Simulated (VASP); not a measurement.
Input of a VASP 6.6.1 run:

Contents of POSCAR:

```
Gd
1.0
   -2.0326384651      2.0326384651      2.0326384651
    2.0326384651     -2.0326384651      2.0326384651
    2.0326384651      2.0326384651     -2.0326384651
Gd
1
Direct
    0.0000000000      0.0000000000      0.0000000000
```

The input INCAR.step1:

```
ALGO = Normal
EDIFF = 1E-4
ENCUT = 520
GGA = PE
ISMEAR = -1
ISPIN = 2
LASPH = T
LCHARG = F
LMAXMIX = 6
LREAL = F
LWAVE = T
MAGMOM = 7
NBANDS = 19
NELM = 150
PREC = Accurate
SIGMA = 0.05
```

File INCAR.step2:

```
ALGO = Normal
EDIFF = 1E-6
ENCUT = 520
ISIF = 2
ISMEAR = -1
ISPIN = 2
ISTART = 1
LASPH = T
LCHARG = F
LMAXMIX = 6
LMIXTAU = T
LORBIT = 11
LREAL = F
LWAVE = F
MAGMOM = 7
METAGGA = R2SCAN
NBANDS = 19
NELM = 150
PREC = Accurate
SIGMA = 0.05
```

File KPOINTS:

```
k-points
0
Gamma
  9 9 9
```

Potentials or basis: VASP PAW PBE potentials, release 64 (Gd).

Run with:

```bash
$ cat potpaw_PBE.64/Gd/POTCAR > POTCAR
$ cp INCAR.step1 INCAR
$ mpirun -np 1 vasp_std > vasp.out
$ cp INCAR.step2 INCAR
$ mpirun -np 1 vasp_std > vasp.out
```

What does it give for the pressure?

0.0 GPa.

Predict the site moments.

Gd +7.10 μB.

Caveat: the PAW data sets were made with another functional, which shifts forces and pressure a little. The state reached can hang on the start; a lower one may exist.
